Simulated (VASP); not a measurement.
NbSi2, 9 atoms in the cell. The structure is hexagonal, space group P6_222 (No. 180). Conventional cell: a = 4.819 Å, b = 4.819 Å, c = 6.592 Å, α = 90.00°, β = 90.00°, γ = 120.00°. Nb (site symmetry 222) has 10 Si at 2.62 to 2.84 Å and 4 Nb at 3.26 Å within 3.5 Å. Within 3.4 Å of Si (site symmetry 2) lie 9 Si at 2.57 to 3.33 Å and 5 Nb at 2.62 to 2.84 Å. 

* Program: VASP 6.6.1
* Task: relaxation of cell and atoms
* Functional: PBE
* Potentials or basis: VASP PAW PBE potentials, release 64 (Nb_sv, Si)
* Cutoff: 600 eV
* k mesh: 12 × 12 × 6
* Occupations: gaussian, width 0.1 eV
* Spin: no spin polarisation
* Dipole correction: no
* Further INCAR settings: ALGO = Normal; EDIFF = 1e-07; IBRION = 2; EDIFFG = -0.01; NSW = 100; ISIF = 3

Potentials or basis: VASP PAW PBE potentials, release 64 (Nb_sv, Si).

Run with:

```sh
$ cat potpaw_PBE.64/Nb_sv/POTCAR potpaw_PBE.64/Si/POTCAR > POTCAR
$ mpirun -np 1 vasp_std > vasp.out
```

Hardware: 1 × NVIDIA H100 80GB with 1 thread of AMD EPYC 7R13 Processor (Zen 3), on a shared host.

Problem. Estimate the wall time of this run.

Solution. It took 14 min on 1 × NVIDIA H100 80GB with 1 thread of AMD EPYC 7R13 Processor (Zen 3), on a shared host, peak memory 1.5 GiB. Counts: scf iterations 58, k points 76, ion steps 7.
